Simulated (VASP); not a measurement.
Set up this calculation in VASP 6.6.1, as the native input.

```
Task                   : electric field gradients
Functional             : PBEsol
Potentials or basis    : VASP PAW PBE potentials, release 64 (In_d, O)
Cutoff                 : 520 eV
k mesh                 : 7 × 7 × 7
Occupations            : fermi-dirac, width 0.02 eV
Spin                   : no spin polarisation
Dipole correction      : no
Further INCAR settings : ALGO = Normal; EDIFF = 1e-08; NBANDS = 55
```

The structure of In2O3 lies in POSCAR:

```
In2O3
1.0
    2.7435000000      1.5839604635      4.8366666667
   -2.7435000000      1.5839604635      4.8366666667
    0.0000000000     -3.1679209270      4.8366666667
In O
4 6
Direct
    0.3579176280      0.3579176280      0.3579176280
    0.1420823720      0.1420823720      0.1420823720
    0.6420823720      0.6420823720      0.6420823720
    0.8579176280      0.8579176280      0.8579176280
    0.5459193591      0.9540806409      0.2500000000
    0.2500000000      0.5459193591      0.9540806409
    0.9540806409      0.2500000000      0.5459193591
    0.4540806409      0.0459193591      0.7500000000
    0.7500000000      0.4540806409      0.0459193591
    0.0459193591      0.7500000000      0.4540806409
```

One way to write it, as run:

INCAR

```
SYSTEM = In2O3
ALGO     = Normal         ! electronic algorithm
EDIFF    = 1E-8           ! SCF threshold, eV
ENCUT    = 520            ! plane-wave cutoff, eV
GGA      = PS             ! functional
ISIF     = 2              ! what is computed and relaxed
ISMEAR   = -1             ! smearing method
LASPH    = .True.         ! aspherical terms in the spheres
LCHARG   = .False.        ! write CHGCAR
LEFG     = .True.       
LREAL    = .False.        ! projectors in reciprocal space
LWAVE    = .False.        ! write WAVECAR
NBANDS   = 55             ! bands
NELM     = 100            ! most SCF steps
PREC     = Accurate       ! precision mode
SIGMA    = 0.02           ! smearing width, eV
```

KPOINTS

```
k-points
0
Gamma
  7 7 7
  0 0 0
```

Potentials or basis: VASP PAW PBE potentials, release 64 (In_d, O).

Launch:

```sh
$ cat potpaw_PBE.64/In_d/POTCAR potpaw_PBE.64/O/POTCAR > POTCAR
$ mpirun -np 1 vasp_std > vasp.out
```

It gave:

The pressure is 2.5 GPa. The largest force is 0.092 eV/Å and the band gap on the k mesh is 1.18 eV (least direct gap 1.22 eV). The largest electric field gradient by atom is In +46.1; O -43.7 V/Å².

Caveat: without QUAD_EFG the Cq values of the log hold for a quadrupole moment of 1 mb, not for the nuclei; the PAW data sets were made with another functional, which shifts forces and pressure a little; spin-orbit coupling is left out, which moves the levels of the heavy elements.

Run time: 12 min on 1 thread of Intel Xeon 8259CL, on a shared host, peak memory 0.45 GiB.
